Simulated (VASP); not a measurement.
Wanted: the native input for a VASP 6.6.1 run.

| Quantity | Value |
| --- | --- |
| Task | single point |
| Functional | PBEsol |
| Potentials or basis | VASP PAW PBE potentials, release 64 (Sb) |
| Cutoff | 520 eV |
| k mesh | 3 × 5 × 5 |
| Occupations | fermi-dirac, width 0.08 eV |
| Spin | no spin polarisation |
| Dipole correction | no |
| Further INCAR settings | ALGO = Normal; EDIFF = 1e-06; NBANDS = 18 |

The structure of Sb lies in POSCAR:

```
Sb
1.0
    4.3084000000      2.4874558998      7.5160000000
   -2.1542000000      1.2437279499      3.7580000000
    0.0000000000     -2.4874558998      3.7580000000
Sb
4
Direct
    0.1159755938      0.2293219053      0.2239642674
    0.6078584202      0.2393594921      0.2345782710
    0.4061774975      0.7393729135      0.7546185524
    0.8699883791      0.7919459347      0.7868388824
```

The input as run:

INCAR

```
SYSTEM = Sb
  PREC = Accurate
  ENCUT = 520
  EDIFF = 1E-6
  ISMEAR = -1
  SIGMA = 0.08
  LREAL = .FALSE.
  LASPH = .TRUE.
  NELM = 60
  ALGO = Normal
  ISIF = 2
  LWAVE = .FALSE.
  LCHARG = .FALSE.
  GGA = PS
  NBANDS = 18
```

KPOINTS

```
regular mesh
0
G
  3 5 5
  0 0 0
```

Potentials or basis: VASP PAW PBE potentials, release 64 (Sb).

Run with:

```console
$ cat potpaw_PBE.64/Sb/POTCAR > POTCAR
$ mpirun -np 1 vasp_std > vasp.out
```

It gave:

| Quantity | Value |
| --- | --- |
| Pressure | 2.1 GPa |
| Largest force | 1.504 eV/Å |
| Band gap on the k mesh | zero (band 10 reaches 7.06 eV, above the bottom of band 11 at 6.95 eV) |

Caveat: the PAW data sets were made with another functional, which shifts forces and pressure a little; spin-orbit coupling is left out, which moves the levels of the heavy elements.

Run time: 78 s on 1 thread of Intel Xeon 6975P-C, with other jobs on the host, peak memory 0.3 GiB.
